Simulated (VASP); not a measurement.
Input of a VASP 6.6.1 run:

The input INCAR:

```
  ALGO = Normal
  EDIFF = 1E-6
  ENCUT = 600
  GGA = PE
  GGA_COMPAT = False
  ISIF = 2
  ISMEAR = 0
  LASPH = True
  LCHARG = False
  LREAL = False
  LWAVE = False
  NBANDS = 11
  NELM = 120
  PREC = Accurate
  SIGMA = 0.02
```

File KPOINTS:

```
k-points
0
Gamma
  10 10 10
```

File POSCAR:

```
SiC
1.0
    0.0000000000      2.1898806947      2.1898806947
    2.1898806947      0.0000000000      2.1898806947
    2.1898806947      2.1898806947      0.0000000000
C Si
1 1
Direct
    0.7500000000      0.7500000000      0.7500000000
    0.5000000000      0.5000000000      0.5000000000
```

Potentials or basis: VASP PAW PBE potentials, release 64 (C, Si).

The run is started by

```console
$ cat potpaw_PBE.64/C/POTCAR potpaw_PBE.64/Si/POTCAR > POTCAR
$ mpirun -np 1 vasp_std > vasp.out
```

(1) What does it give for the band gap on the k mesh?

(2) Predict the pressure.

Results:

(1) 1.37 eV, indirect (least direct gap 4.53 eV).

(2) -0.2 GPa.
